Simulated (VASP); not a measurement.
# Cd (P6_3/mmc) in VASP: single point with r2SCAN

Aim: the single point of Cd with r2SCAN.

All numbers are computed with VASP 6.6.1; they aren't measurements. Logs are shortened: lines on timing, memory, paths and dates and some standing lists are left out, and cuts for length are marked.

## 1. The cell of the first run

It takes space group P6_3/mmc (No. 194, hexagonal). Conventional cell: a = 2.980 Å, b = 2.980 Å, c = 5.620 Å, α = 90.00°, β = 90.00°, γ = 120.00°. Cd (site symmetry -6m2) has 12 Cd at 2.98 to 3.29 Å within 3.9 Å.

## 2. Single point, r2SCAN

Contents of POSCAR:

```
Cd
1.0
    2.9799995955      0.0000000000      0.0000000000
   -1.4899997978      2.5807553530      0.0000000000
    0.0000000000      0.0000000000      5.6202792372
Cd
2
Direct
    0.3333333333      0.6666666667      0.7500000000
    0.6666666667      0.3333333333      0.2500000000
```

Contents of INCAR.step1:

```
PREC     = Accurate       # precision mode
ENCUT    = 520            # plane-wave cutoff, eV
ISMEAR   = 0              # smearing method
SIGMA    = 0.05           # smearing width, eV
LREAL    = F              # projectors in reciprocal space
LASPH    = T              # aspherical terms in the spheres
NELM     = 80             # most SCF steps
NBANDS   = 19             # bands
GGA      = PE             # functional
ALGO     = Normal         # electronic algorithm
EDIFF    = 1E-4           # SCF threshold, eV
LWAVE    = T              # write WAVECAR
LCHARG   = F              # write CHGCAR
```

Contents of INCAR.step2:

```
PREC     = Accurate       # precision mode
ENCUT    = 520            # plane-wave cutoff, eV
EDIFF    = 1E-6           # SCF threshold, eV
ISMEAR   = 0              # smearing method
SIGMA    = 0.05           # smearing width, eV
LREAL    = F              # projectors in reciprocal space
LASPH    = T              # aspherical terms in the spheres
NELM     = 80             # most SCF steps
ALGO     = Normal         # electronic algorithm
ISIF     = 2              # what is computed and relaxed
LWAVE    = F              # write WAVECAR
LCHARG   = F              # write CHGCAR
METAGGA  = R2SCAN         # meta-GGA
LMIXTAU  = T            
NBANDS   = 19             # bands
ISTART   = 1
```

Contents of KPOINTS:

```
Automatic mesh
0
Gamma
  14 14 6
```

Potentials or basis: VASP PAW PBE potentials, release 64 (Cd).

Run with:

```sh
$ cat potpaw_PBE.64/Cd/POTCAR > POTCAR
$ cp INCAR.step1 INCAR
$ mpirun -np 1 vasp_std > vasp.out
$ cp INCAR.step2 INCAR
$ mpirun -np 1 vasp_std > vasp.out
```

OUTCAR:

```text
PREC = Accurate
   ENCUT = 520
   EDIFF = 1E-6
   ISMEAR = 0
   LREAL = F
   LASPH = T
   NELM = 80
   ISIF = 2
   METAGGA = R2SCAN
   ISTART = 1

 ion  position               nearest neighbor table
   1  0.333  0.667  0.750-   2 3.29   2 3.29   2 3.29   2 3.29   2 3.29   2 3.29
   2  0.667  0.333  0.250-   1 3.29   1 3.29   1 3.29   1 3.29   1 3.29   1 3.29

  LATTYP: Found a hexagonal cell.
 ALAT       =     2.9799995955
 C/A-ratio  =     1.8860000000

  Lattice vectors:

 A1 = (   2.9799995955,   0.0000000000,   0.0000000000)
 A2 = (  -1.4899997978,   2.5807553530,   0.0000000000)
 A3 = (   0.0000000000,   0.0000000000,   5.6202792372)

Analysis of symmetry for initial positions (statically):
=====================================================================
 Subroutine PRICEL returns:
 Original cell was already a primitive cell.

 Routine SETGRP: Setting up the symmetry group for a
 hexagonal supercell.

 Subroutine GETGRP returns: Found 24 space group operations
 (whereof 12 operations were pure point group operations)
 out of a pool of 24 trial point group operations.

The static configuration has the point symmetry D_3d.
 The point group associated with its full space group is D_6h.

Analysis of symmetry for dynamics (positions and initial velocities):
=====================================================================
 Subroutine PRICEL returns:
 Original cell was already a primitive cell.

 Routine SETGRP: Setting up the symmetry group for a
 hexagonal supercell.

 Subroutine GETGRP returns: Found 24 space group operations
 (whereof 12 operations were pure point group operations)
 out of a pool of 24 trial point group operations.

The dynamic configuration has the point symmetry D_3d.
 The point group associated with its full space group is D_6h.

 Subroutine INISYM returns: Found 24 space group operations
 (whereof 12 operations are pure point group operations),
 and found     1 'primitive' translations

----------------------------------------------------------------------------------------

                                     Primitive cell

  volume of cell :      43.2236

  direct lattice vectors                    reciprocal lattice vectors
     2.979999595  0.000000000  0.000000000     0.335570515  0.193741727  0.000000000
    -1.489999798  2.580755353  0.000000000     0.000000000  0.387483455  0.000000000
     0.000000000  0.000000000  5.620279237     0.000000000  0.000000000  0.177927103

  length of vectors
     2.979999595  2.979999596  5.620279237     0.387483455  0.387483455  0.177927103

  position of ions in fractional coordinates (direct lattice)
     0.333333333  0.666666667  0.750000000
     0.666666667  0.333333333  0.250000000

  ion indices of the primitive-cell ions
   primitive index   ion index
                 1           1
                 2           2

----------------------------------------------------------------------------------------

 KPOINTS: Automatic mesh

Automatic generation of k-mesh.
 Grid dimensions read from file:
 generate k-points for:   14   14    6

 Generating k-lattice:

  Cartesian coordinates                     Fractional coordinates (reciprocal lattice)
     0.023969323  0.013838695  0.000000000     0.071428571 -0.000000000  0.000000000
     0.000000000  0.027677390  0.000000000     0.000000000  0.071428571  0.000000000
     0.000000000  0.000000000  0.029654517     0.000000000  0.000000000  0.166666667

  Length of vectors
     0.027677390  0.027677390  0.029654517

  Shift w.r.t. Gamma in fractional coordinates (k-lattice)
     0.000000000  0.000000000  0.000000000

 Subroutine IBZKPT returns following result:
 ===========================================

 Found     96 irreducible k-points:

 Following reciprocal coordinates:
            Coordinates               Weight
  0.000000  0.000000  0.000000      1.000000
  0.071429  0.000000  0.000000      6.000000
  0.142857 -0.000000  0.000000      6.000000
  0.214286  0.000000  0.000000      6.000000
  0.285714  0.000000  0.000000      6.000000
  0.357143 -0.000000  0.000000      6.000000
[... 16 lines left out ...]
  0.285714  0.285714  0.000000      6.000000
  0.357143  0.285714  0.000000      6.000000
 [... further k-points ...]
   k-points           NKPTS =     96   k-points in BZ     NKDIM =     96   number of bands    NBANDS=     19
   number of dos      NEDOS =    301   number of ions     NIONS =      2
   total plane-waves  NPLWV =  24192
   dimension x,y,z NGX =    24 NGY =   24 NGZ =   42
   dimension x,y,z NGXF=    48 NGYF=   48 NGZF=   84
   ions per type =               2
   NGX,Y,Z   is equivalent  to a cutoff of  13.39, 13.39, 12.42 a.u.
   NGXF,Y,Z  is equivalent  to a cutoff of  26.78, 26.78, 24.85 a.u.
 SYSTEM =  unknown system
   PREC   = accura    normal or accurate (medium, high low for compatibility)
   ISTART =      1    job   : 0-new  1-cont  2-samecut
   ICHARG =      0    charge: 1-file 2-atom 10-const
   ISPIN  =      1    spin polarized calculation?
   LNONCOLLINEAR =      F non collinear calculations
   LSORBIT =      F    spin-orbit coupling
   LASPH  =      T    aspherical Exc in radial PAW
   ENCUT  =  520.0 eV  38.22 Ry    6.18 a.u.   5.54  5.54 10.45*2*pi/ulx,y,z
   NELM   =     80;   NELMIN=  2; NELMDL=  0     # of ELM steps
   EDIFF  = 0.1E-05   stopping-criterion for ELM
   LREAL  =      F    real-space projection
   EDIFFG = 0.1E-04   stopping-criterion for IOM
   NSW    =      0    number of steps for IOM
   IBRION =     -1    ionic relax: 0-MD 1-quasi-New 2-CG
   NFREE  =      0    steps in history (QN), initial steepest desc. (CG)
   ISIF   =      2    stress and relaxation
   ISYM   =      2    0-nonsym 1-usesym 2-fastsym
   POTIM  = 0.5000    time-step for ionic-motion
   TEBEG  =    0.0;   TEEND  =   0.0 temperature during run
   PSTRESS=    0.0 pullay stress
   NELECT =      24.0000    total number of electrons
   NUPDOWN=      -1.0000    fix difference up-down
   EMIN   =  10.00;   EMAX   =-10.00  energy-range for DOS
   EFERMI =   0.00;   METHOD = LEGACY
   ISMEAR =     0;   SIGMA  =   0.05  broadening in eV -4-tet -1-fermi 0-gaus
   EFERMI_NEDOS =   21; number of points for ismear=-14 and -15
   IALGO  =     38    algorithm
   IMIX   =      4    mixing-type and parameters
     AMIX     =   0.40;   BMIX     =  1.00
     AMIX_MAG =   1.60;   BMIX_MAG =  1.00
  volume/ion in A,a.u.               =      21.61       145.84
  Fermi-wavevector in a.u.,A,eV,Ry     =   1.345566  2.542751 24.633991  1.810547
  Thomas-Fermi vector in A             =   2.473468
   LORBIT       =      0    0 simple, 1 ext, 2 COOP (PROOUT), +10 PAW based schemes
   METAGGA = R2SCAN    functional components
   LHFCALC =     F    Hartree Fock is set to
   AEXX    =    0.0000 exact exchange contribution
   IVDW    =     0    specifies the selected vdW correction
   LEPSILON=     F    determine dielectric tensor
   LRPA    =     F    only Hartree local field effects (RPA)
 non-spin polarized calculation
 Gauss-broadening in eV      SIGMA  =   0.05
  energy-cutoff  :      520.00
  volume of cell :       43.22
 maximum number of plane-waves:      1191
 NGX is ok and might be reduce to    24
   NGX = 11   NGY = 11   NGZ = 21

 number of electron      23.9999993 magnetization

 Free energy of the ion-electron system (eV)
  ---------------------------------------------------
  ext. energy  EPLUGINS =         0.00000000
  ---------------------------------------------------
  free energy    TOTEN  =       -40.17382837 eV

  energy without entropy =      -40.17164786  energy(sigma->0) =      -40.17273811

 E-fermi :   2.8907     XC(G=0): -11.7992

 val. band max:        2.8866054314   @ k =   0.3571   0.2143   0.1667
 cond. band min:       3.0176489183   @ k =   0.3571   0.2857   0.3333
 fundamental gap:      0.1310434870
 Fermi energy:         2.8906514752

 k-point     1 :       0.0000    0.0000    0.0000
  band No.  band energies     occupation
      1      -7.4401      2.00000
      2      -7.1595      2.00000
      3      -6.7582      2.00000
      4      -6.7582      2.00000
      5      -6.7060      2.00000
      6      -6.7060      2.00000
[... 11 lines left out ...]
     18      18.5908      0.00000
     19      19.2857      0.00000

 k-point     2 :       0.0714    0.0000    0.0000
  band No.  band energies     occupation
      1      -7.3856      2.00000
      2      -7.1092      2.00000
      3      -6.7787      2.00000
      4      -6.7255      2.00000
      5      -6.7097      2.00000
      6      -6.6591      2.00000
[... 11 lines left out ...]
     18      18.4301      0.00000
     19      19.7766      0.00000

 k-point     3 :       0.1429   -0.0000    0.0000
  band No.  band energies     occupation
      1      -7.2663      2.00000
      2      -7.0174      2.00000
      3      -6.8352      2.00000
      4      -6.7357      2.00000
      5      -6.5713      2.00000
      6      -6.5259      2.00000
[... 11 lines left out ...]
     18      17.9286      0.00000
     19      18.4465      0.00000

 k-point     4 :       0.2143    0.0000    0.0000
  band No.  band energies     occupation
      1      -7.2452      2.00000
      2      -6.9963      2.00000
      3      -6.8402      2.00000
      4      -6.6192      2.00000
      5      -6.6191      2.00000
      6      -6.3663      2.00000
[... 11 lines left out ...]
     18      16.3351      0.00000
     19      16.9243      0.00000

 k-point     5 :       0.2857    0.0000    0.0000
  band No.  band energies     occupation
      1      -7.3452      2.00000
      2      -7.1229      2.00000
      3      -6.8491      2.00000
      4      -6.6794      2.00000
      5      -6.5039      2.00000
      6      -6.4226      2.00000
[... 11 lines left out ...]
     18      16.5549      0.00000
     19      16.8723      0.00000
[... 334 lines left out ...]
      2      -7.0561      2.00000
      3      -6.9421      2.00000
      4      -6.7376      2.00000
      5      -6.5633      2.00000
      6      -6.5395      2.00000
[... 11 lines left out ...]
     18      11.6109      0.00000
     19      12.9530      0.00000

 k-point    22 :       0.3571    0.2143    0.0000
  band No.  band energies     occupation
      1      -7.1319      2.00000
      2      -7.1008      2.00000
      3      -6.9241      2.00000
      4      -6.7076      2.00000
      5      -6.6334      2.00000
      6      -6.4609      2.00000
[... 11 lines left out ...]
     18      11.2983      0.00000
     19      12.7023      0.00000

 k-point    23 :       0.2857    0.2857    0.0000
  band No.  band energies     occupation
      1      -7.0683      2.00000
      2      -6.9112      2.00000
      3      -6.8638      2.00000
      4      -6.7409      2.00000
      5      -6.6212      2.00000
      6      -6.4865      2.00000
[... 11 lines left out ...]
     18      10.0687      0.00000
     19      11.6707      0.00000

 k-point    24 :       0.3571    0.2857    0.0000
  band No.  band energies     occupation
      1      -7.0699      2.00000
      2      -6.8758      2.00000
      3      -6.7460      2.00000
      4      -6.7069      2.00000
      5      -6.6868      2.00000
      6      -6.5373      2.00000
[... 11 lines left out ...]
     18       9.2009      0.00000
     19      11.3311      0.00000

 [... further k-points ...]
[... 5 lines left out ...]
  --------------------------------------------------------------------------------------
  -------------------------------------------------------------------------------------
  Total        0.1384621      0.1384621      0.4562960     -0.0000000     -0.0000000      0.0000000
  in kB        5.1324013      5.1324013     16.9136113     -0.0000000     -0.0000000      0.0000000
  external PRESSURE =       9.0594713 kB  Pullay stress =       0.0000000 kB

 VOLUME and BASIS-vectors are now :
 -----------------------------------------------------------------------------
  energy-cutoff  :      520.00
  volume of cell :       43.22
      direct lattice vectors                 reciprocal lattice vectors
     2.979999595  0.000000000  0.000000000     0.335570515  0.193741727  0.000000000
    -1.489999798  2.580755353  0.000000000     0.000000000  0.387483455  0.000000000
     0.000000000  0.000000000  5.620279237     0.000000000  0.000000000  0.177927103

 POSITION                                       TOTAL-FORCE (eV/Angst)
 -----------------------------------------------------------------------------------
     -0.00000      1.72050      4.21521        -0.000000     -0.000000      0.000000
      1.49000      0.86025      1.40507         0.000000      0.000000      0.000000
 -----------------------------------------------------------------------------------
    total drift:                                0.000000     -0.000000      0.000000

  FREE ENERGIE OF THE ION-ELECTRON SYSTEM (eV)
  ---------------------------------------------------
  free  energy   TOTEN  =       -40.1738283726 eV

  energy  without entropy=      -40.1716478573  energy(sigma->0) =      -40.17273811
```

Run time: 6.8 min. Hardware: 1 thread of Oxide Virtual Turin-like, shared host; peak memory 0.17 GiB.

What came out:

```
Free energy            : -40.1738 eV
Pressure               : 0.9 GPa
Band gap on the k mesh : zero (band 12 reaches 4.32 eV, above the bottom of band 13 at -0.15 eV)
```

Caveat: the PAW data sets were made with another functional, which shifts forces and pressure a little.
